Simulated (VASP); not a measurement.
**AlN (t.b): single point with PBE**

The system is AlN (t.b).

```xyz
2
Lattice="0.0000 2.2013 2.2013 2.2013 0.0000 2.2013 2.2013 2.2013 0.0000" Properties=species:S:1:pos:R:3 pbc="T T T"
Al    0.0000    0.0000    0.0000
N     1.1006    1.1006    1.1006
```

```json
{"Program": "VASP 6.6.1", "Task": "single point", "Functional": "PBE", "Potentials or basis": "VASP PAW PBE potentials, release 64 (Al, N)", "Cutoff": "600 eV", "k mesh": "10 × 10 × 10", "Occupations": "gaussian, width 0.02 eV", "Spin": "no spin polarisation"}
```

```yaml
Pressure: -0.3 GPa
Band_gap_on_the_k_mesh: 3.31 eV, indirect (least direct gap 3.99 eV)
```

Levels at points of the mesh, in eV from the valence-band top:
```csv
k point,band 1,band 2,band 3,band 4,band 5,band 6,band 7,band 8,band 9
"(0.00, 0.00, 0.00)",-14.85,0.00,0.00,0.00,3.99,12.33,12.33,12.33,17.50
"(0.50, 0.00, 0.00)",-12.87,-5.76,-0.48,-0.48,7.17,9.70,11.00,11.00,17.68
"(0.50, 0.50, 0.00)",-12.25,-4.83,-1.75,-1.75,3.31,8.47,13.64,15.44,15.44
```

It took 18 s on 1 thread of Intel(R) Xeon(R) Platinum 8488C (Sapphire Rapids) (shared host), peak memory 0.15 GiB.

A k mesh can miss the band edges. As with any semilocal functional, this PBE gap is likely too small.
